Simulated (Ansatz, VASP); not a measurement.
**Two plane-wave programs on Al2O3**

The input POSCAR:

```
Al2O3
1.0
    4.7678234681      0.0000000000      0.0000000000
    0.0000000000      9.3205358672      0.0000000000
    0.0000000000      0.0000000000      2.9954281823
Al O
4 6
Direct
    0.4149577251      0.3307998761      0.5000000000
    0.5850422749      0.6692001239      0.5000000000
    0.9149577251      0.1692001239      0.0000000000
    0.0850422749      0.8307998761      0.0000000000
    0.7326465181      0.2226010545      0.5000000000
    0.0000000000      0.0000000000      0.0000000000
    0.7673534819      0.7226010545      0.0000000000
    0.2326465181      0.2773989455      0.0000000000
    0.2673534819      0.7773989455      0.5000000000
    0.5000000000      0.5000000000      0.5000000000
```

The input INCAR.step1:

```
SYSTEM = Al2O3
PREC = Accurate ; ENCUT = 520
ISMEAR = 0 ; SIGMA = 0.05
LREAL = .False. ; LASPH = .True.
NELM = 100 ; NBANDS = 35
GGA = PE ; ALGO = Normal
EDIFF = 1E-4 ; LWAVE = .True.
LCHARG = .False.
```

Contents of INCAR.step2:

```
SYSTEM = Al2O3
PREC = Accurate ; ENCUT = 520
EDIFF = 1E-7 ; ISMEAR = 0
SIGMA = 0.05 ; LREAL = .False.
LASPH = .True. ; NELM = 100
ALGO = Normal ; ISIF = 2
LWAVE = .False. ; LCHARG = .False.
METAGGA = R2SCAN ; LMIXTAU = .True.
NBANDS = 35 ; ISTART = 1
```

Contents of KPOINTS:

```
Automatic mesh
0
Gamma
  6 4 8
  0 0 0
```

Input for Ansatz:

```yaml
crystal:
  lattice:
    - [4.7678234681, 0.0, 0.0]
    - [0.0, 9.3205358672, 0.0]
    - [0.0, 0.0, 2.9954281823]
  atoms:
    - { symbol: Al, position: [0.4149577251, 0.3307998761, 0.5] }
    - { symbol: Al, position: [0.5850422749, 0.6692001239, 0.5] }
    - { symbol: Al, position: [0.9149577251, 0.1692001239, 0.0] }
    - { symbol: Al, position: [0.0850422749, 0.8307998761, 0.0] }
    - { symbol: O, position: [0.7326465181, 0.2226010545, 0.5] }
    - { symbol: O, position: [0.0, 0.0, 0.0] }
    - { symbol: O, position: [0.7673534819, 0.7226010545, 0.0] }
    - { symbol: O, position: [0.2326465181, 0.2773989455, 0.0] }
    - { symbol: O, position: [0.2673534819, 0.7773989455, 0.5] }
    - { symbol: O, position: [0.5, 0.5, 0.5] }
basis:
  ecutwfc: 500
kpoints:
  mp_grid: { grid: [6, 4, 8] }
hamiltonian:
  xc: r2scan
scf:
  occupations: { method: gaussian, width: 0.05 }
output:
  forces: true
  stress: true
  eigenvalues: true
```

Change from the starting cell: strain +0.0300 x Voigt [1, -1, 0, 0, 0, 0], atoms carried along.

Alike in both runs: task single point; functional r2SCAN; k mesh 6 × 4 × 8; occupations gaussian, width 0.05 eV; no spin polarisation.

|  | VASP | Ansatz |
| --- | --- | --- |
| version | VASP 6.6.1 | Ansatz 0.2.0 |
| potentials or method | VASP PAW PBE potentials, release 64 (Al, O), cutoff 520 eV | scalar-relativistic, plane waves, PAW |
| valence electrons in the cell | 48 | 48 |

```csv
,VASP,Ansatz,Ansatz less VASP
gap on the k mesh at the Fermi level (eV),4.41,4.42,+0.009
least direct gap on the mesh (eV),4.41,4.42,+0.009
pressure (GPa),2.4,2.4,-0.04
"traceless stress, the component that is largest in VASP (GPa)",10.19,9.71,-0.483
rms of the force components (eV/Å),0.629,0.596,-0.0328
```

VASP's potentials were made for PBE, not for r2SCAN. Atom by atom the forces differ by 0.033 eV/Å (rms over components). The functional is the same, so the differences come from potentials, cutoffs and numerics.
